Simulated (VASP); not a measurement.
A run of VASP 6.6.1:

File INCAR:

```
SYSTEM = BaTiO3
  PREC = Accurate
  ENCUT = 520
  EDIFF = 1E-6
  ISMEAR = -1
  SIGMA = 0.05
  LREAL = .FALSE.
  LASPH = .TRUE.
  NELM = 80
  ALGO = Normal
  ISIF = 2
  LWAVE = .FALSE.
  LCHARG = .FALSE.
  GGA = RE
  IVDW = 13
  NBANDS = 28
```

File KPOINTS:

```
Automatic mesh
0
G
  7 7 7
  0 0 0
```

Contents of POSCAR:

```
BaTiO3
1.0
    3.9181485176      0.0000000000      0.0000000000
    0.0000000000      3.9181485176      0.0000000000
    0.0000000000      0.0000000000      3.9359769848
Ba Ti O
1 1 3
Direct
    0.0000000000      0.0000000000      0.0000000000
    0.5000000000      0.5000000000      0.4900000000
    0.0000000000      0.5000000000      0.5170000000
    0.5000000000      0.0000000000      0.5170000000
    0.5000000000      0.5000000000      0.0190000000
```

Potentials or basis: VASP PAW PBE potentials, release 64 (Ba_sv, Ti_sv, O).

The run is started by

```sh
$ cat potpaw_PBE.64/Ba_sv/POTCAR potpaw_PBE.64/Ti_sv/POTCAR potpaw_PBE.64/O/POTCAR > POTCAR
$ mpirun -np 1 vasp_std > vasp.out
```

Hardware: 1 thread of Intel(R) Xeon(R) 6975P-C (Granite Rapids), on a shared host.

How long does it take, and how much memory?

Wall time 31 s on 1 thread of Intel(R) Xeon(R) 6975P-C (Granite Rapids), on a shared host, peak memory 0.21 GiB. Counts: scf iterations 16, k points 40.
